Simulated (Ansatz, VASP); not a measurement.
## BAs in VASP and in Ansatz

The input INCAR:

```
SYSTEM = BAs
PREC = Accurate ; ENCUT = 600
EDIFF = 1E-7 ; ISMEAR = 0
SIGMA = 0.1 ; LREAL = .FALSE.
LASPH = .TRUE. ; NELM = 100
ALGO = Normal ; ISIF = 3
LWAVE = .FALSE. ; LCHARG = .FALSE.
GGA = PE ; IBRION = 2
NSW = 90 ; EDIFFG = -0.04
```

KPOINTS

```
Automatic mesh
0
G
  6 2 4
  0 0 0
```

The input POSCAR:

```
BAs
1.0
    3.3205533400      0.0000000000      0.0000000000
    0.0000000000     10.3524599300      0.0000000000
    0.0000000000      0.0000000000      4.8214629900
B As
6 6
Direct
    0.0000000000      0.6523099200      0.1196049900
    0.5000000000      0.8476900800      0.8803950100
    0.0000000000      0.0000000000      0.3810625100
    0.5000000000      0.1523099200      0.8803950100
    0.0000000000      0.3476900800      0.1196049900
    0.5000000000      0.5000000000      0.6189374900
    0.5000000000      0.6523099200      0.8803950100
    0.0000000000      0.8476900800      0.1196049900
    0.5000000000      0.0000000000      0.6189374900
    0.0000000000      0.1523099200      0.1196049900
    0.5000000000      0.3476900800      0.8803950100
    0.0000000000      0.5000000000      0.3810625100
```

Input for Ansatz:

```yaml
crystal:
  lattice:
    - [3.32055334, 0.0, 0.0]
    - [0.0, 10.35245993, 0.0]
    - [0.0, 0.0, 4.82146299]
  atoms:
    - { symbol: B, position: [0.0, 0.65230992, 0.11960499] }
    - { symbol: B, position: [0.5, 0.84769008, 0.88039501] }
    - { symbol: B, position: [0.0, 0.0, 0.38106251] }
    - { symbol: B, position: [0.5, 0.15230992, 0.88039501] }
    - { symbol: B, position: [0.0, 0.34769008, 0.11960499] }
    - { symbol: B, position: [0.5, 0.5, 0.61893749] }
    - { symbol: As, position: [0.5, 0.65230992, 0.88039501] }
    - { symbol: As, position: [0.0, 0.84769008, 0.11960499] }
    - { symbol: As, position: [0.5, 0.0, 0.61893749] }
    - { symbol: As, position: [0.0, 0.15230992, 0.11960499] }
    - { symbol: As, position: [0.5, 0.34769008, 0.88039501] }
    - { symbol: As, position: [0.0, 0.5, 0.38106251] }
basis:
  ecutwfc: 420
kpoints:
  mp_grid: { grid: [6, 2, 4] }
hamiltonian:
  xc: pbe
scf:
  occupations: { method: gaussian, width: 0.1 }
  lower_state_search: "off"
output:
  forces: true
  stress: true
  eigenvalues: true
relax:
  adjacent_minimum: "off"
  f_tol: 0.04
  max_steps: 70
  cell: { stress_tol: 0.4 }
```

Alike in both runs: task relaxation of cell and atoms; functional PBE; k mesh 6 × 2 × 4; occupations gaussian, width 0.1 eV; no spin polarisation.

|  | VASP | Ansatz |
| --- | --- | --- |
| version | VASP 6.6.1 | Ansatz 0.2.0 |
| potentials or method | VASP PAW PBE potentials, release 64 (B, As), cutoff 600 eV | scalar-relativistic, plane waves, PAW |
| valence electrons in the cell | 48 | 108 |

VASP gave:

* gap on the k mesh at the Fermi level, each at its own relaxed structure (eV): 0.72
* relaxed volume (Å³/atom): 15.41
* relaxed cell length with the largest relative difference (Å): 3.413

What did Ansatz give for the same quantities?

gap on the k mesh at the Fermi level, each at its own relaxed structure (eV): 0.72; relaxed volume (Å³/atom): 15.33; relaxed cell length with the largest relative difference (Å): 3.405.

VASP's potentials hold 48 valence electrons a cell and Ansatz's 108, so a difference there can come from the potentials and not from the codes.
